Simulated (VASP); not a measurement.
# LiCl (R3m) in VASP: single point with PBE

Aim: the single point of LiCl with PBE.

All numbers are computed with VASP 6.6.1; they aren't measurements. Logs are shortened: lines on timing, memory, paths and dates and some standing lists are left out, and cuts for length are marked.

## 1. The cell of the first run

Symmetry: R3m, No. 160, trigonal system. The conventional cell has a = 3.865 Å, b = 3.865 Å, c = 10.033 Å, α = 90.00°, β = 90.00°, γ = 120.00°. Within 3.2 Å of Li (site symmetry 3m) lie 4 Cl at 2.40 to 2.45 Å. Cl (site symmetry 3m) has 4 Li at 2.40 to 2.45 Å within 3.2 Å.

## 2. Single point, PBE (strain along [111] +6.0%)

Contents of INCAR:

```
PREC = Accurate ; ENCUT = 520
EDIFF = 1E-6 ; ISMEAR = -1
SIGMA = 0.02 ; LREAL = False
LASPH = True ; NELM = 80
ALGO = Normal ; ISIF = 2
LWAVE = False ; LCHARG = True
GGA = PE ; LELF = True
LVHAR = True ; NBANDS = 12
```

Contents of KPOINTS:

```
regular mesh
0
Gamma
  8 8 8
```

Contents of POSCAR:

```
LiCl
1.0
    0.1087750932      2.8418176371      2.8418176371
    2.8418176371      0.1087750932      2.8418176371
    2.8418176371      2.8418176371      0.1087750932
Li Cl
1 1
Direct
    0.0026898174      0.0026898174      0.0026898174
    0.2473101826      0.2473101826      0.2473101826
```

Potentials or basis: VASP PAW PBE potentials, release 64 (Li_sv, Cl).

Run with:

```
cat potpaw_PBE.64/Li_sv/POTCAR potpaw_PBE.64/Cl/POTCAR > POTCAR
mpirun -np 1 vasp_std > vasp.out
```

OUTCAR:

```text
PREC = Accurate
   ENCUT = 520
   EDIFF = 1E-6
   ISMEAR = -1
   LREAL = False
   LASPH = True
   NELM = 80
   ISIF = 2
   GGA = PE

 ion  position               nearest neighbor table
   1  0.003  0.003  0.003-   2 2.40   2 2.40   2 2.40   2 2.45
   2  0.247  0.247  0.247-   1 2.40   1 2.40   1 2.40   1 2.45

  LATTYP: Found a trigonal (rhomboedric) cell.
 ALAT       =     4.0204088083
 COS(alpha) =     0.5378825664

  Lattice vectors:

 A1 = (   0.1087750932,   2.8418176371,   2.8418176371)
 A2 = (   2.8418176371,   0.1087750932,   2.8418176371)
 A3 = (   2.8418176371,   2.8418176371,   0.1087750932)

Analysis of symmetry for initial positions (statically):
=====================================================================
 Subroutine PRICEL returns:
 Original cell was already a primitive cell.

 Routine SETGRP: Setting up the symmetry group for a
 trigonal (rhombohedral) supercell.

 Subroutine GETGRP returns: Found  6 space group operations
 (whereof  6 operations were pure point group operations)
 out of a pool of 12 trial point group operations.

The static configuration has the point symmetry C_3v.

Analysis of symmetry for dynamics (positions and initial velocities):
=====================================================================
 Subroutine PRICEL returns:
 Original cell was already a primitive cell.

 Routine SETGRP: Setting up the symmetry group for a
 trigonal (rhombohedral) supercell.

 Subroutine GETGRP returns: Found  6 space group operations
 (whereof  6 operations were pure point group operations)
 out of a pool of 12 trial point group operations.

The dynamic configuration has the point symmetry C_3v.

 Subroutine INISYM returns: Found  6 space group operations
 (whereof  6 operations are pure point group operations),
 and found     1 'primitive' translations

----------------------------------------------------------------------------------------

                                     Primitive cell

  volume of cell :      43.2665

  direct lattice vectors                    reciprocal lattice vectors
     0.108775093  2.841817637  2.841817637    -0.186381822  0.179510762  0.179510762
     2.841817637  0.108775093  2.841817637     0.179510762 -0.186381822  0.179510762
     2.841817637  2.841817637  0.108775093     0.179510762  0.179510762 -0.186381822

  length of vectors
     4.020408808  4.020408808  4.020408808     0.314938742  0.314938742  0.314938742

  position of ions in fractional coordinates (direct lattice)
     0.002689817  0.002689817  0.002689817
     0.247310183  0.247310183  0.247310183
[... 75 lines left out ...]
   ENCUT  =  520.0 eV  38.22 Ry    6.18 a.u.   7.48  7.48  7.48*2*pi/ulx,y,z
   NELM   =     80;   NELMIN=  2; NELMDL= -5     # of ELM steps
   EDIFF  = 0.1E-05   stopping-criterion for ELM
   LREAL  =      F    real-space projection
[... 7 lines left out ...]
   TEBEG  =    0.0;   TEEND  =   0.0 temperature during run
   PSTRESS=    0.0 pullay stress
   NELECT =      10.0000    total number of electrons
   NUPDOWN=      -1.0000    fix difference up-down
   EMIN   =  10.00;   EMAX   =-10.00  energy-range for DOS
   EFERMI =   0.00;   METHOD = LEGACY
   ISMEAR =    -1;   SIGMA  =   0.02  broadening in eV -4-tet -1-fermi 0-gaus
   EFERMI_NEDOS =   21; number of points for ismear=-14 and -15
   IALGO  =     38    algorithm
   IMIX   =      4    mixing-type and parameters
     AMIX     =   0.40;   BMIX     =  1.00
     AMIX_MAG =   1.60;   BMIX_MAG =  1.00
  volume/ion in A,a.u.               =      21.63       145.99
  Fermi-wavevector in a.u.,A,eV,Ry     =   1.004672  1.898554 13.733245  1.009365
  Thomas-Fermi vector in A             =   2.137302
   LORBIT       =      0    0 simple, 1 ext, 2 COOP (PROOUT), +10 PAW based schemes
   GGA     = PE    functional components
   LHFCALC =     F    Hartree Fock is set to
   AEXX    =    0.0000 exact exchange contribution
   IVDW    =     0    specifies the selected vdW correction
   LEPSILON=     F    determine dielectric tensor
   LRPA    =     F    only Hartree local field effects (RPA)
 non-spin polarized calculation
  energy-cutoff  :      520.00
  volume of cell :       43.27
 maximum number of plane-waves:      1182
 NGX is ok and might be reduce to    30
   NGX = 15   NGY = 15   NGZ = 15

 number of electron      10.0000003 magnetization

 Free energy of the ion-electron system (eV)
  ---------------------------------------------------
  ext. energy  EPLUGINS =         0.00000000
  ---------------------------------------------------
  free energy    TOTEN  =        -7.41622334 eV

  energy without entropy =       -7.41622334  energy(sigma->0) =       -7.41622334

 E-fermi :  -0.9778     XC(G=0):  -7.4996

 val. band max:       -1.3813348011   @ k =   0.0000   0.0000   0.0000
 cond. band min:       4.3768703461   @ k =   0.0000   0.0000   0.0000
 fundamental gap:      5.7582051472
 Fermi energy:        -0.9777901956

 k-point     1 :       0.0000    0.0000    0.0000
  band No.  band energies     occupation
      1     -44.4512      2.00000
      2     -14.0682      2.00000
      3      -1.5897      2.00000
      4      -1.3813      2.00000
      5      -1.3813      2.00000
      6       4.3769      0.00000
      7       8.2541      0.00000
      8       8.8680      0.00000
      9       8.8680      0.00000
     10      12.9253      0.00000
     11      12.9253      0.00000
     12      15.7274      0.00000
[... 331 lines left out ...]
 k-point    24 :       0.3750    0.1250    0.1250
  band No.  band energies     occupation
      1     -44.4504      2.00000
      2     -13.8897      2.00000
      3      -2.6716      2.00000
      4      -1.9532      2.00000
      5      -1.5559      2.00000
      6       6.1967      0.00000
      7       8.5173      0.00000
      8       9.1252      0.00000
      9       9.3291      0.00000
     10      11.8478      0.00000
     11      13.1311      0.00000
     12      14.8382      0.00000

 [... further k-points ...]
[... 5 lines left out ...]
  --------------------------------------------------------------------------------------
  -------------------------------------------------------------------------------------
  Total       -0.2120389     -0.2120389     -0.2120389     -0.1506220     -0.1506220     -0.1506220
  in kB       -7.8518866     -7.8518866     -7.8518866     -5.5775937     -5.5775937     -5.5775937
  external PRESSURE =      -7.8518866 kB  Pullay stress =       0.0000000 kB

 VOLUME and BASIS-vectors are now :
 -----------------------------------------------------------------------------
  energy-cutoff  :      520.00
  volume of cell :       43.27
      direct lattice vectors                 reciprocal lattice vectors
     0.108775093  2.841817637  2.841817637    -0.186381822  0.179510762  0.179510762
     2.841817637  0.108775093  2.841817637     0.179510762 -0.186381822  0.179510762
     2.841817637  2.841817637  0.108775093     0.179510762  0.179510762 -0.186381822

 POSITION                                       TOTAL-FORCE (eV/Angst)
 -----------------------------------------------------------------------------------
      0.01558      0.01558      0.01558         0.001765      0.001765      0.001765
      1.43252      1.43252      1.43252        -0.001765     -0.001765     -0.001765
 -----------------------------------------------------------------------------------
    total drift:                               -0.000138     -0.000138     -0.000138

  FREE ENERGIE OF THE ION-ELECTRON SYSTEM (eV)
  ---------------------------------------------------
  free  energy   TOTEN  =        -7.4162233411 eV

  energy  without entropy=       -7.4162233411  energy(sigma->0) =       -7.41622334
```

stdout:

```text
POSCAR found type information on POSCAR LiCl
 POSCAR found :  2 types and       2 ions
 scaLAPACK will be used
 LDA part: xc-table for (Slater+PW92), standard interpolation
 POSCAR, INCAR and KPOINTS ok, starting setup
 FFT: planning ... GRIDC
 FFT: planning ... GRID_SOFT
 FFT: planning ... GRID
 WAVECAR not read
 entering main loop
```

Wall time 50 s (1 thread of Oxide Virtual Turin-like, shared host); peak memory 0.13 GiB.

Results:

| Property | Result |
| --- | --- |
| Free energy | -7.4162 eV |
| Largest force | 0.003 eV/Å |
| Band gap on the k mesh | 5.76 eV |

Forces in eV/Å, atoms in the order of the input:
```
Li   0.002  0.002  0.002
Cl  -0.002 -0.002 -0.002
```

Caveat: the cell differs from its parent crystal (strain along [111] +6.0%); the cutoff is under 1.25 times the usual one of these potentials, so pressure, stress and relaxed cells hold a basis-set (Pulay) error; the structure was generated, so it needn't be the stable form of LiCl. A k mesh can miss the band edges.
